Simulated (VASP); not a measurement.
# Al2O3 (P-6m2) in VASP: a series of runs, part 2 of 2

VASP 6.6.1.

**5. Single point, PBE+D3(BJ) (atoms shifted along a free coordinate)**

INCAR reads:

```
SYSTEM = Al2O3
  PREC = Accurate
  ENCUT = 520
  EDIFF = 1E-7
  ISMEAR = 0
  SIGMA = 0.05
  LREAL = .FALSE.
  LASPH = .TRUE.
  NELM = 80
  ALGO = Normal
  ISIF = 2
  LWAVE = .FALSE.
  LCHARG = .FALSE.
  GGA = PE
  IVDW = 12
  NBANDS = 20
```

KPOINTS reads:

```
Automatic mesh
0
G
  9 9 4
  0 0 0
```

POSCAR reads:

```
Al2O3
1.0
    2.8924537055      0.0000000000      0.0000000000
   -1.4462268528      2.5049383882      0.0000000000
    0.0000000000      0.0000000000      7.3605135856
Al O
2 3
Direct
    0.0000000000      0.0000000000      0.1907358529
    0.0000000000      0.0000000000      0.8092641471
    0.3333333333      0.6666666667      0.2840924954
    0.6666666667      0.3333333333      0.0000000000
    0.3333333333      0.6666666667      0.7159075046
```

Potentials or basis: VASP PAW PBE potentials, release 64 (Al, O).

Started as:

```sh
$ cat potpaw_PBE.64/Al/POTCAR potpaw_PBE.64/O/POTCAR > POTCAR
$ mpirun -np 1 vasp_std > vasp.out
```

OUTCAR:

```text
SYSTEM = Al2O3
   PREC = Accurate
   ENCUT = 520
   EDIFF = 1E-7
   ISMEAR = 0
   LREAL = .FALSE.
   LASPH = .TRUE.
   NELM = 80
   ISIF = 2
   GGA = PE
   IVDW = 12
 IVDW          = 12

 ion  position               nearest neighbor table
   1  0.000  0.000  0.191-   3 1.81   3 1.81   3 1.81   4 2.18   4 2.18   4 2.18   2 2.81
   2  0.000  0.000  0.809-   5 1.81   5 1.81   5 1.81   4 2.18   4 2.18   4 2.18   1 2.81
   3  0.333  0.667  0.284-   1 1.81   1 1.81   1 1.81
   4  0.667  0.333  0.000-   1 2.18   2 2.18   1 2.18   2 2.18   1 2.18   2 2.18
   5  0.333  0.667  0.716-   2 1.81   2 1.81   2 1.81

  LATTYP: Found a hexagonal cell.
 ALAT       =     2.8924537055
 C/A-ratio  =     2.5447299542

  Lattice vectors:

 A1 = (   2.8924537055,   0.0000000000,   0.0000000000)
 A2 = (  -1.4462268528,   2.5049383882,   0.0000000000)
 A3 = (   0.0000000000,   0.0000000000,   7.3605135856)

Analysis of symmetry for initial positions (statically):
=====================================================================
 Subroutine PRICEL returns:
 Original cell was already a primitive cell.

 Routine SETGRP: Setting up the symmetry group for a
 hexagonal supercell.

 Subroutine GETGRP returns: Found 12 space group operations
 (whereof 12 operations were pure point group operations)
 out of a pool of 24 trial point group operations.

The static configuration has the point symmetry D_3h.

Analysis of symmetry for dynamics (positions and initial velocities):
=====================================================================
 Subroutine PRICEL returns:
 Original cell was already a primitive cell.

 Routine SETGRP: Setting up the symmetry group for a
 hexagonal supercell.

 Subroutine GETGRP returns: Found 12 space group operations
[... 126 lines left out ...]
   IALGO  =     38    algorithm
   IMIX   =      4    mixing-type and parameters
     AMIX     =   0.40;   BMIX     =  1.00
     AMIX_MAG =   1.60;   BMIX_MAG =  1.00
  volume/ion in A,a.u.               =      10.67        71.98
  Fermi-wavevector in a.u.,A,eV,Ry     =   1.254550  2.370756 21.414159  1.573896
  Thomas-Fermi vector in A             =   2.388350
   LORBIT       =      0    0 simple, 1 ext, 2 COOP (PROOUT), +10 PAW based schemes
   GGA     = PE    functional components
   LHFCALC =     F    Hartree Fock is set to
   AEXX    =    0.0000 exact exchange contribution
   IVDW    =    12    specifies the selected vdW correction
   LEPSILON=     F    determine dielectric tensor
   LRPA    =     F    only Hartree local field effects (RPA)
 non-spin polarized calculation
 Gauss-broadening in eV      SIGMA  =   0.05
  energy-cutoff  :      520.00
  volume of cell :       53.33
 maximum number of plane-waves:      1467
 NGX is ok and might be reduce to    24
   NGX = 11   NGY = 11   NGZ = 27

 number of electron      23.9999988 magnetization

 Free energy of the ion-electron system (eV)
  ---------------------------------------------------
  ext. energy  EPLUGINS =         0.00000000
  ---------------------------------------------------
  free energy    TOTEN  =       -36.35152656 eV

  energy without entropy =      -36.35152656  energy(sigma->0) =      -36.35152656

 E-fermi :   3.8254     XC(G=0): -10.2055

 val. band max:        3.5490220552   @ k =   0.1111   0.1111   0.0000
 cond. band min:       7.8750429174   @ k =   0.0000   0.0000   0.0000
 fundamental gap:      4.3260208621
 Fermi energy:         3.8253716443

 k-point     1 :       0.0000    0.0000    0.0000
  band No.  band energies     occupation
      1     -15.3041      2.00000
      2     -14.2405      2.00000
      3     -13.1703      2.00000
      4      -1.5337      2.00000
      5       0.9360      2.00000
      6       1.8987      2.00000
[... 541 lines left out ...]
     19      16.4107      0.00000
     20      16.9396      0.00000

 [... further k-points ...]

------------------------ aborting loop because EDIFF is reached ----------------------------------------

 Edisp (eV)   -0.94602

 E8    (eV) :    -0.3575

  FORCE on cell =-STRESS in cart. coord.  units (eV):
  Direction    XX          YY          ZZ          XY          YZ          ZX
  --------------------------------------------------------------------------------------
  -------------------------------------------------------------------------------------
  Total      -1.73762    -1.73762    -1.12905     0.00000     0.00000     0.00000
  in kB     -52.20278   -52.20278   -33.91958     0.00000     0.00000     0.00000
  external pressure =      -46.11 kB  Pullay stress =        0.00 kB

 VOLUME and BASIS-vectors are now :
 -----------------------------------------------------------------------------
  energy-cutoff  :      520.00
  volume of cell :       53.33
      direct lattice vectors                 reciprocal lattice vectors
     2.892453705  0.000000000  0.000000000     0.345727227  0.199605708  0.000000000
    -1.446226853  2.504938388  0.000000000     0.000000000  0.399211416  0.000000000
     0.000000000  0.000000000  7.360513586     0.000000000  0.000000000  0.135860085

 POSITION                                       TOTAL-FORCE (eV/Angst)
 -----------------------------------------------------------------------------------
      0.00000      0.00000      1.40391         0.000000      0.000000      0.120791
      0.00000      0.00000      5.95660         0.000000     -0.000000     -0.120791
     -0.00000      1.66996      2.09107        -0.000000      0.000000     -0.326331
      1.44623      0.83498      0.00000         0.000000      0.000000      0.000000
     -0.00000      1.66996      5.26945        -0.000000      0.000000      0.326331
 -----------------------------------------------------------------------------------
    total drift:                               -0.000000      0.000000      0.000000

  FREE ENERGIE OF THE ION-ELECTRON SYSTEM (eV)
  ---------------------------------------------------
  free  energy   TOTEN  =       -37.2975492065 eV

  energy  without entropy=      -37.2975492065  energy(sigma->0) =      -37.29754921
```

OSZICAR:

```text
N       E                     dE             d eps       ncg     rms          rms(c)
DAV:   1     0.100022310046E+03    0.10002E+03   -0.12630E+04  1440   0.110E+03
DAV:   2    -0.344795733456E+02   -0.13450E+03   -0.13038E+03  1708   0.246E+02
DAV:   3    -0.406923046380E+02   -0.62127E+01   -0.61917E+01  1916   0.536E+01
DAV:   4    -0.407379744440E+02   -0.45670E-01   -0.45661E-01  1764   0.508E+00
DAV:   5    -0.407386579832E+02   -0.68354E-03   -0.68353E-03  1804   0.604E-01    0.126E+01
DAV:   6    -0.363530350731E+02    0.43856E+01   -0.13965E+01  1552   0.268E+01    0.448E+00
DAV:   7    -0.363570165039E+02   -0.39814E-02   -0.46940E-01  1704   0.458E+00    0.249E+00
DAV:   8    -0.363471442541E+02    0.98722E-02   -0.52155E-02  1688   0.220E+00    0.760E-01
DAV:   9    -0.363500159988E+02   -0.28717E-02   -0.13677E-02  1704   0.110E+00    0.186E-01
DAV:  10    -0.363511790639E+02   -0.11631E-02   -0.29917E-03  1688   0.389E-01    0.138E-01
DAV:  11    -0.363514863030E+02   -0.30724E-03   -0.57944E-04  1644   0.268E-01    0.311E-02
DAV:  12    -0.363515210638E+02   -0.34761E-04   -0.11174E-04  1732   0.874E-02    0.130E-02
DAV:  13    -0.363515273136E+02   -0.62499E-05   -0.39837E-05  1660   0.462E-02    0.758E-03
DAV:  14    -0.363515263442E+02    0.96945E-06   -0.25361E-06  1944   0.158E-02    0.333E-03
DAV:  15    -0.363515265941E+02   -0.24988E-06   -0.71954E-07  1684   0.658E-03    0.794E-04
DAV:  16    -0.363515265588E+02    0.35323E-07   -0.75687E-08  1460   0.224E-03
   1 F= -.37297549E+02 E0= -.37297549E+02  d E =-.384908E-16
```

stdout:

```text
POSCAR found type information on POSCAR AlO
 POSCAR found :  2 types and       5 ions
 scaLAPACK will be used
 LDA part: xc-table for (Slater+PW92), standard interpolation
 POSCAR, INCAR and KPOINTS ok, starting setup
 FFT: planning ... GRIDC
 FFT: planning ... GRID_SOFT
 FFT: planning ... GRID
 WAVECAR not read
 entering main loop
```

Run time: 63 s. Hardware: 1 thread of Intel Xeon 8259CL, shared host; peak memory 0.2 GiB.

What came out:

- Free energy: -37.2975 eV
- Pressure: -4.6 GPa
- Largest force: 0.326 eV/Å
- Band gap on the k mesh: 4.33 eV (least direct gap 4.43 eV)
- Dispersion energy per atom: -0.189 eV

Forces on the atoms (eV/Å):
```
Al   0.000  0.000  0.121
Al   0.000  0.000 -0.121
O    0.000  0.000 -0.326
O    0.000  0.000  0.000
O    0.000  0.000  0.326
```

Levels at points of the mesh, in eV from the valence-band top:
```
           k point  band 8  band 9  band 10  band 11  band 12  band 13  band 14  band 15  band 16  band 17
(0.00, 0.00, 0.00)   -1.39   -1.39    -0.76    -0.76    -0.10     4.33     7.39     8.06    11.64    13.37
(0.00, 0.00, 0.50)   -1.42   -1.42    -0.78    -0.75    -0.75     4.81     6.96     8.00    12.02    13.73
```

Caveat: the cell differs from its parent crystal (atoms shifted along a free coordinate); the cell stands under tension; an odd mesh through Γ misses points on the zone boundary, where band edges can lie.

**6. The runs side by side**

| cell | gap on the mesh (eV) | pressure (GPa) | largest force (eV/Å) |
| --- | --- | --- | --- |
| as given, atomic positions A | 3.51 | -13.3 | 2.80 |
| as given, atomic positions B | 4.50 | -1.2 | 0.67 |
| as given, atomic positions C | 4.61 | 2.5 | 1.45 |
| as given, atomic positions D | 4.33 | -4.6 | 0.33 |

Alike in all rows: task single point; level PBE+D3(BJ); potentials or basis VASP PAW PBE potentials, release 64 (Al, O); no spin polarisation; k mesh 9 × 9 × 4; cutoff (eV) 520; smearing gaussian 0.05 eV.

Caveats: an odd mesh through Γ misses points on the zone boundary, where band edges can lie; the cell stands under tension (at least some runs); forces of over 1 eV/Å act on the atoms, so gaps and moduli don't describe the material at rest (at least some runs).

Total energies depend on the potentials used, so only differences within one code and one set of settings carry meaning.
